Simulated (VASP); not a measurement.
Set up this calculation in VASP 6.6.1, as the native input.

| Item | Value |
| --- | --- |
| Task | single point |
| Functional | PBEsol |
| Potentials or basis | VASP PAW PBE potentials, release 64 (Ti_sv, Re) |
| Cutoff | 520 eV |
| k mesh | 13 × 13 × 13 |
| Occupations | fermi-dirac, width 0.05 eV |
| Spin | no spin polarisation |
| Dipole correction | no |
| Further INCAR settings | ALGO = Normal; EDIFF = 1e-07; NBANDS = 16 |

The structure of TiRe lies in POSCAR:

```
TiRe
1.0
    3.1590310211      0.0000000000      0.0000000000
    0.0000000000      3.1590310211      0.0000000000
    0.0000000000      0.0000000000      3.1590310211
Ti Re
1 1
Direct
    0.5000000000      0.5000000000      0.5000000000
    0.0000000000      0.0000000000      0.0000000000
```

This cell differs from its parent crystal: volume scaled by 1.04.

The input as run:

INCAR

```
PREC = Accurate ; ENCUT = 520
EDIFF = 1E-7 ; ISMEAR = -1
SIGMA = 0.05 ; LREAL = F
LASPH = T ; NELM = 80
ALGO = Normal ; ISIF = 2
LWAVE = F ; LCHARG = F
GGA = PS ; NBANDS = 16
```

KPOINTS

```
Automatic mesh
0
Gamma
  13 13 13
```

Potentials or basis: VASP PAW PBE potentials, release 64 (Ti_sv, Re).

Command:

```sh
$ cat potpaw_PBE.64/Ti_sv/POTCAR potpaw_PBE.64/Re/POTCAR > POTCAR
$ mpirun -np 1 vasp_std > vasp.out
```

It gave:

* Pressure: -15.7 GPa

Caveat: the PAW data sets were made with another functional, which shifts forces and pressure a little.

Wall time 28 s on 1 thread of Intel(R) Xeon(R) Platinum 8259CL CPU @ 2.50GHz (Skylake/Cascade Lake) (shared host), peak memory 0.17 GiB.
